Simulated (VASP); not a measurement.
SnO2, 6 atoms in the cell. Symmetry: Pnnm, No. 58, orthorhombic system. The conventional cell has a = 4.767 Å, b = 5.377 Å, c = 3.220 Å, α = 90.00°, β = 90.00°, γ = 90.00°. Within 2.8 Å of Sn (site symmetry 2/m) lie 6 O at 2.10 to 2.25 Å. Within 2.8 Å of O (site symmetry m) lie 3 Sn at 2.10 to 2.25 Å and 1 O at 2.69 Å. 

- Program: VASP 6.6.1
- Task: single point
- Functional: LDA
- Potentials or basis: VASP PAW LDA potentials, release 64 (Sn_d, O)
- Cutoff: 520 eV
- k mesh: 6 × 6 × 10
- Occupations: gaussian, width 0.05 eV
- Spin: no spin polarisation
- Dipole correction: no
- Further INCAR settings: ALGO = Normal; EDIFF = 1e-06; NBANDS = 35

Potentials or basis: VASP PAW LDA potentials, release 64 (Sn_d, O).

The run is started by

```console
$ cat potpaw_LDA.64/Sn_d/POTCAR potpaw_LDA.64/O/POTCAR > POTCAR
$ mpirun -np 1 vasp_std > vasp.out
```

Hardware: 1 thread of AMD EPYC 9R45 96-Core Processor (Zen 5) (shared host).

Problem. Estimate the wall time of this run.

Solution. Wall time 2.7 min on 1 thread of AMD EPYC 9R45 96-Core Processor (Zen 5), with other jobs on the host, peak memory 0.28 GiB. Counts: scf iterations 14, k points 96.
